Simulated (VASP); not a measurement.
Write the native input for VASP 6.6.1 that does the following.

```
Task                   : single point
Functional             : PBEsol
Potentials or basis    : VASP PAW PBE potentials, release 64 (Sr_sv)
Cutoff                 : 520 eV
k mesh                 : 10 × 10 × 10
Occupations            : gaussian, width 0.03 eV
Spin                   : no spin polarisation
Dipole correction      : no
Further INCAR settings : ALGO = Normal; EDIFF = 1e-06; NBANDS = 11
```

The structure of Sr lies in POSCAR:

```
Sr
1.0
    0.0000000000      2.7989620000      3.1640440000
    2.7989620000      0.0000000000      3.1640440000
    2.7989620000      2.7989620000      0.0000000000
Sr
1
Direct
    0.0000000000      0.0000000000      0.0000000000
```

This cell differs from its parent crystal: strain -0.080 along x and y, +0.040 along z.

One way to write it, as run:

INCAR

```
SYSTEM = Sr
PREC     = Accurate       ! precision mode
ENCUT    = 520            ! plane-wave cutoff, eV
EDIFF    = 1E-6           ! SCF threshold, eV
ISMEAR   = 0              ! smearing method
SIGMA    = 0.03           ! smearing width, eV
LREAL    = .FALSE.        ! projectors in reciprocal space
LASPH    = .TRUE.         ! aspherical terms in the spheres
NELM     = 100            ! most SCF steps
ALGO     = Normal         ! electronic algorithm
ISIF     = 2              ! what is computed and relaxed
LWAVE    = .FALSE.        ! write WAVECAR
LCHARG   = .FALSE.        ! write CHGCAR
GGA      = PS             ! functional
NBANDS   = 11             ! bands
```

KPOINTS

```
Automatic mesh
0
G
  10 10 10
  0 0 0
```

Potentials or basis: VASP PAW PBE potentials, release 64 (Sr_sv).

The run is started by

```bash
$ cat potpaw_PBE.64/Sr_sv/POTCAR > POTCAR
$ mpirun -np 1 vasp_std > vasp.out
```

Results of the run:

```yaml
Pressure: 0.6 GPa
Band_gap_on_the_k_mesh: zero (band 5 reaches 1.91 eV, above the bottom of band 6 at 1.89 eV)
```

Caveat: the cell differs from its parent crystal (strain -0.080 along x and y, +0.040 along z); the PAW data sets were made with another functional, which shifts forces and pressure a little.

It took 26 s on 1 thread of Intel(R) Xeon(R) Platinum 8259CL CPU @ 2.50GHz (Skylake/Cascade Lake) (shared host), peak memory 0.21 GiB.
